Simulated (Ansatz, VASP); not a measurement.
# Two plane-wave programs on Ge

Contents of INCAR:

```
SYSTEM = Ge
  ALGO = Normal
  EDIFF = 1E-7
  ENCUT = 520
  GGA = PE
  ISIF = 2
  ISMEAR = 0
  LASPH = .TRUE.
  LCHARG = .TRUE.
  LELF = .TRUE.
  LREAL = .FALSE.
  LVHAR = .TRUE.
  LWAVE = .FALSE.
  NBANDS = 21
  NELM = 100
  PREC = Accurate
  SIGMA = 0.1
```

Contents of KPOINTS:

```
k-points
0
G
  9 9 10
  0 0 0
```

The input POSCAR:

```
Ge
1.0
    3.8926738729      0.0000005876      0.0028147873
   -1.9463364276      3.3711547564     -0.0028147873
    1.9488767340     -1.1251845070      3.3852965321
Ge
2
Direct
   -0.0029580364      0.0029580364      0.0085123327
    0.7529580364      0.2470419636      0.7414876673
```

Input for Ansatz:

```yaml
crystal:
  lattice:
    - [3.8926738729, 5.876e-07, 0.0028147873]
    - [-1.9463364276, 3.3711547564, -0.0028147873]
    - [1.948876734, -1.125184507, 3.3852965321]
  atoms:
    - { symbol: Ge, position: [-0.0029580364, 0.0029580364, 0.0085123327] }
    - { symbol: Ge, position: [0.7529580364, 0.2470419636, 0.7414876673] }
basis:
  ecutwfc: 420
kpoints:
  mp_grid: { grid: [9, 9, 10] }
hamiltonian:
  xc: pbe
scf:
  occupations: { method: gaussian, width: 0.1 }
output:
  forces: true
  stress: true
  eigenvalues: true
```

Change from the starting cell: band edges of the strained film's bulk.

Alike in both runs: task single point; functional PBE; k mesh 9 × 9 × 10; occupations gaussian, width 0.1 eV; no spin polarisation.

|  | VASP | Ansatz |
| --- | --- | --- |
| version | VASP 6.6.1 | Ansatz 0.2.0 |
| potentials or method | VASP PAW PBE potentials, release 64 (Ge_d), cutoff 520 eV | scalar-relativistic, plane waves, PAW |
| valence electrons in the cell | 28 | 28 |

```tsv
	VASP	Ansatz	Ansatz less VASP
gap on the k mesh at the Fermi level (eV)	none	none	-
pressure (GPa)	5.3	5.3	+0.04
traceless stress, the component that is largest in VASP (GPa)	-5.25	-5.25	+0.007
rms of the force components (eV/Å)	0.004	0.002	-0.0021
```

Atom by atom the forces differ by 0.002 eV/Å (rms over components). A gap of «none» marks a metal or a gap that the smearing closes. With one functional, cell and mesh, what is left measures potentials, basis and numerics.
